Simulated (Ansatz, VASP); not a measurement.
## Two plane-wave programs on Ge2Sb2O

The input INCAR:

```
SYSTEM = Ge2Sb2O
PREC = Accurate ; ENCUT = 600
EDIFF = 1E-6 ; ISMEAR = 0
SIGMA = 0.1 ; LREAL = .FALSE.
LASPH = .TRUE. ; NELM = 120
ALGO = Normal ; ISIF = 2
LWAVE = .FALSE. ; LCHARG = .FALSE.
GGA = PE ; NBANDS = 30
GGA_COMPAT = .FALSE.
```

KPOINTS

```
Automatic mesh
0
G
  6 6 4
  0 0 0
```

Contents of POSCAR:

```
Ge2Sb2O
1.0
    5.2727484900      0.0000000000      0.0000000000
   -2.6363742400      4.5663341400      0.0000000000
    0.0000000000      0.0000000000      4.8321716700
Ge Sb O
2 2 1
Direct
    0.3333333300      0.6666666700      0.0000000000
    0.6666666700      0.3333333300      0.0000000000
    0.3333333300      0.6666666700      0.5000000000
    0.6666666700      0.3333333300      0.5000000000
    0.0000000000      0.0000000000      0.0000000000
```

Input for Ansatz:

```yaml
crystal:
  lattice:
    - [5.27274849, 0.0, 0.0]
    - [-2.63637424, 4.56633414, 0.0]
    - [0.0, 0.0, 4.83217167]
  atoms:
    - { symbol: Ge, position: [0.33333333, 0.66666667, 0.0] }
    - { symbol: Ge, position: [0.66666667, 0.33333333, 0.0] }
    - { symbol: Sb, position: [0.33333333, 0.66666667, 0.5] }
    - { symbol: Sb, position: [0.66666667, 0.33333333, 0.5] }
    - { symbol: O, position: [0.0, 0.0, 0.0] }
basis:
  ecutwfc: 420
kpoints:
  mp_grid: { grid: [6, 6, 4] }
hamiltonian:
  xc: pbe
scf:
  occupations: { method: gaussian, width: 0.1 }
  lower_state_search: "off"
output:
  forces: true
  stress: true
  eigenvalues: true
```

Alike in both runs: task single point; functional PBE; k mesh 6 × 6 × 4; occupations gaussian, width 0.1 eV; no spin polarisation.

```csv
,VASP,Ansatz
version,VASP 6.6.1,Ansatz 0.2.0
potentials or method,"VASP PAW PBE potentials, release 64 (Ge_d, Sb, O), cutoff 600 eV","scalar-relativistic, plane waves, PAW"
valence electrons in the cell,44,64
```

Ansatz gave:

| Item | Value |
| --- | --- |
| gap on the k mesh at the Fermi level (eV) | none |
| pressure (GPa) | 8.1 |
| traceless stress, the component that is largest in VASP (GPa) | 36.32 |

Problem. Estimate VASP's values.

Solution. gap on the k mesh at the Fermi level (eV): none; pressure (GPa): 8.1; traceless stress, the component that is largest in VASP (GPa): 36.43.

A gap of «none» marks a metal or a gap that the smearing closes. The functional is the same, so the differences come from potentials, cutoffs and numerics. VASP's potentials hold 44 valence electrons a cell and Ansatz's 64, so a difference there can come from the potentials and not from the codes.

Spin-orbit coupling is off throughout.
